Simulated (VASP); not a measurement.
Input of a VASP 6.6.1 run:

The input INCAR:

```
PREC     = Accurate       # precision mode
ENCUT    = 520            # plane-wave cutoff, eV
EDIFF    = 1E-6           # SCF threshold, eV
ISMEAR   = 0              # smearing method
SIGMA    = 0.05           # smearing width, eV
LREAL    = F              # projectors in reciprocal space
LASPH    = T              # aspherical terms in the spheres
NELM     = 100            # most SCF steps
ALGO     = Normal         # electronic algorithm
ISIF     = 2              # what is computed and relaxed
LWAVE    = F              # write WAVECAR
LCHARG   = T              # write CHGCAR
GGA      = PE             # functional
LELF     = T              # ELF
LVHAR    = T            
NBANDS   = 46             # bands
```

The input KPOINTS:

```
regular mesh
0
Gamma
  6 6 6
```

File POSCAR:

```
KCaHfSbO6
1.0
    0.0000000000      4.0863676065      4.0863676065
    4.0805301080      0.0146942340      4.0716733725
    4.0805301080      4.0716733725      0.0146942340
K Ca Hf Sb O
1 1 1 1 6
Direct
    0.2483224226      0.2516775774      0.2516775774
    0.7017809119      0.7982190881      0.7982190881
   -0.0006112988      0.0006112988      0.0006112988
    0.5019204545      0.4980795455      0.4980795455
    0.7502644143      0.2497355857      0.2497355857
    0.2600778152      0.7399221848      0.7399221848
    0.7512802527      0.7394848213      0.2333653504
    0.2758695757      0.2333653504      0.7394848213
    0.2758695757      0.7394848213      0.2333653504
    0.7512802527      0.2333653504      0.7394848213
```

Potentials or basis: VASP PAW PBE potentials, release 64 (K_sv, Ca_sv, Hf_pv, Sb, O).

Run with:

```console
$ cat potpaw_PBE.64/K_sv/POTCAR potpaw_PBE.64/Ca_sv/POTCAR potpaw_PBE.64/Hf_pv/POTCAR potpaw_PBE.64/Sb/POTCAR potpaw_PBE.64/O/POTCAR > POTCAR
$ mpirun -np 1 vasp_std > vasp.out
```

(1) Predict the largest force.

(2) Predict the pressure.

## Answers

(1) 0.158 eV/Å.

(2) -0.8 GPa.

Caveat: the cell differs from its parent crystal (atoms displaced along a vibrational mode, then relaxed in part).
